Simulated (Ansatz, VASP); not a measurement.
One calculation of AsSe, two programs

INCAR

```
ALGO = Normal ; EDIFF = 1E-6
ENCUT = 400 ; GGA = PE
GGA_COMPAT = False ; ISIF = 2
ISMEAR = -1 ; LASPH = True
LCHARG = False ; LREAL = False
LWAVE = False ; NBANDS = 12
NELM = 120 ; PREC = Accurate
SIGMA = 0.0816
```

KPOINTS

```
k-points
0
Gamma
  8 8 8
```

File POSCAR:

```
AsSe
1.0
    1.9487904646     -1.1251346993      3.4428631540
    0.0000000000      2.2502693986      3.4428631540
   -1.9487904646     -1.1251346993      3.4428631540
Se As
1 1
Direct
    0.2320000000      0.2320000000      0.2320000000
    0.7680000000      0.7680000000      0.7680000000
```

Input for Ansatz:

```yaml
crystal:
  lattice:
    - [1.9487904646, -1.1251346993, 3.442863154]
    - [0.0, 2.2502693986, 3.442863154]
    - [-1.9487904646, -1.1251346993, 3.442863154]
  atoms:
    - { symbol: Se, position: [0.232, 0.232, 0.232] }
    - { symbol: As, position: [0.768, 0.768, 0.768] }
kpoints:
  mp_grid: { grid: [8, 8, 8] }
scf:
  occupations: { method: fermi_dirac, width: 0.0816 }
hamiltonian:
  xc: pbe
  pseudopotentials: { kind: all_electron, lapw: { basis_error: 0.001 } }
output:
  forces: true
  stress: true
  eigenvalues: true
```

Alike in both runs: task single point; functional PBE; k mesh 8 × 8 × 8; occupations fermi-dirac, width 0.0816 eV; no spin polarisation.

```csv
,VASP,Ansatz
version,VASP 6.6.1,Ansatz 0.2.0
potentials or method,"VASP PAW PBE potentials, release 64 (Se, As), cutoff 400 eV","all-electron LAPW, scalar-relativistic"
```

VASP gave:

- pressure (GPa): 2.3
- traceless stress, the component that is largest in VASP (GPa): -2.04
- rms of the force components (eV/Å): 0.467

**Question.** Which values does Ansatz return?

**Answer.** Pressure (GPa): 2.3; traceless stress, the component that is largest in VASP (GPa): -1.99; rms of the force components (eV/Å): 0.458.

Atom by atom the forces differ by 0.008 eV/Å (rms over components). Ansatz ran all-electron here, and VASP with PAW potentials.
